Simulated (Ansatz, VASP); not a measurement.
# SrO in VASP and in Ansatz

Contents of POSCAR:

```
SrO
1.0
    0.0000000000      2.5798927166      2.5798927166
    2.5798927166      0.0000000000      2.5798927166
    2.5798927166      2.5798927166      0.0000000000
Sr O
1 1
Direct
    0.5000000000      0.5000000000      0.5000000000
    0.0000000000      0.0000000000      0.0000000000
```

File INCAR.step1:

```
SYSTEM = SrO
ALGO = Normal
EDIFF = 1E-4
ENCUT = 520
GGA = PE
ISMEAR = 1
LASPH = .True.
LCHARG = .False.
LREAL = .False.
LWAVE = .True.
NBANDS = 15
NELM = 100
PREC = Accurate
SIGMA = 0.05
```

The input INCAR.step2:

```
SYSTEM = SrO
ALGO = Normal
EDIFF = 1E-6
ENCUT = 520
ISIF = 2
ISMEAR = 1
ISTART = 1
LASPH = .True.
LCHARG = .False.
LMIXTAU = .True.
LREAL = .False.
LWAVE = .False.
METAGGA = R2SCAN
NBANDS = 15
NELM = 100
PREC = Accurate
SIGMA = 0.05
```

The input KPOINTS:

```
k-points
0
Gamma
  6 6 6
  0 0 0
```

Input for Ansatz:

```yaml
crystal:
  lattice:
    - [0.0, 2.5798927166, 2.5798927166]
    - [2.5798927166, 0.0, 2.5798927166]
    - [2.5798927166, 2.5798927166, 0.0]
  atoms:
    - { symbol: Sr, position: [0.5, 0.5, 0.5] }
    - { symbol: O, position: [0.0, 0.0, 0.0] }
kpoints:
  mp_grid: { grid: [6, 6, 6] }
hamiltonian:
  xc: r2scan
scf:
  occupations: { method: methfessel_paxton, width: 0.05 }
  n_extra_bands: 4
output:
  forces: true
  stress: true
  eigenvalues: true
```

Alike in both runs: task single point; functional r2SCAN; k mesh 6 × 6 × 6; occupations methfessel-paxton of order 1, width 0.05 eV; no spin polarisation.

|  | VASP | Ansatz |
| --- | --- | --- |
| version | VASP 6.6.1 | Ansatz 0.2.0 |
| potentials or method | VASP PAW PBE potentials, release 64 (Sr_sv, O) | plane waves |
| plane-wave cutoff (eV) | 520 | 500 |
| valence electrons in the cell | 16 | 16 |

|  | VASP | Ansatz | Ansatz less VASP |
| --- | --- | --- | --- |
| gap on the k mesh at the Fermi level (eV) | 3.75 | 3.80 | +0.052 |
| pressure (GPa) | 0.5 | 0.0 | -0.52 |

VASP's potentials were made for PBE, not for r2SCAN. With one functional, cell and mesh, what is left measures potentials, basis and numerics.
